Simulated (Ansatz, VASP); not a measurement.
## One calculation of Be3Se, two programs

INCAR

```
PREC     = Accurate       # precision mode
ENCUT    = 520            # plane-wave cutoff, eV
EDIFF    = 1E-6           # SCF threshold, eV
ISMEAR   = 0              # smearing method
SIGMA    = 0.1            # smearing width, eV
LREAL    = F              # projectors in reciprocal space
LASPH    = T              # aspherical terms in the spheres
NELM     = 100            # most SCF steps
ALGO     = Normal         # electronic algorithm
ISIF     = 2              # what is computed and relaxed
LWAVE    = F              # write WAVECAR
LCHARG   = F              # write CHGCAR
GGA      = PE             # functional
NBANDS   = 14             # bands
```

File KPOINTS:

```
regular mesh
0
Gamma
  6 6 6
```

The input POSCAR:

```
Be3Se
1.0
    3.6283388735      0.0000000000      0.0000000000
    0.0000000000      3.6283388735      0.0000000000
    0.0000000000      0.0000000000      3.6283388735
Be Se
3 1
Direct
    0.0000000000      0.5000000000      0.5000000000
    0.5000000000      0.0000000000      0.5000000000
    0.5000000000      0.5000000000      0.0000000000
    0.0000000000      0.0000000000      0.0000000000
```

Input for Ansatz:

```yaml
crystal:
  lattice:
    - [3.6283388735, 0.0, 0.0]
    - [0.0, 3.6283388735, 0.0]
    - [0.0, 0.0, 3.6283388735]
  atoms:
    - { symbol: Be, position: [0.0, 0.5, 0.5] }
    - { symbol: Be, position: [0.5, 0.0, 0.5] }
    - { symbol: Be, position: [0.5, 0.5, 0.0] }
    - { symbol: Se, position: [0.0, 0.0, 0.0] }
basis:
  ecutwfc: 420
kpoints:
  mp_grid: { grid: [6, 6, 6] }
hamiltonian:
  xc: pbe
scf:
  occupations: { method: gaussian, width: 0.1 }
  lower_state_search: "off"
output:
  forces: true
  stress: true
  eigenvalues: true
```

Alike in both runs: task single point; functional PBE; k mesh 6 × 6 × 6; occupations gaussian, width 0.1 eV; no spin polarisation.

|  | VASP | Ansatz |
| --- | --- | --- |
| version | VASP 6.6.1 | Ansatz 0.2.0 |
| potentials or method | VASP PAW PBE potentials, release 64 (Be, Se), cutoff 520 eV | scalar-relativistic, plane waves, PAW |
| valence electrons in the cell | 12 | 22 |

VASP gave:

- gap on the k mesh at the Fermi level (eV): none
- pressure (GPa): -0.5

Q: Estimate Ansatz's values.

A: gap on the k mesh at the Fermi level (eV): none; pressure (GPa): -0.6.

A gap of «none» marks a metal or a gap that the smearing closes. With one functional, cell and mesh, what is left measures potentials, basis and numerics. VASP's potentials hold 12 valence electrons a cell and Ansatz's 22, so a difference there can come from the potentials and not from the codes.
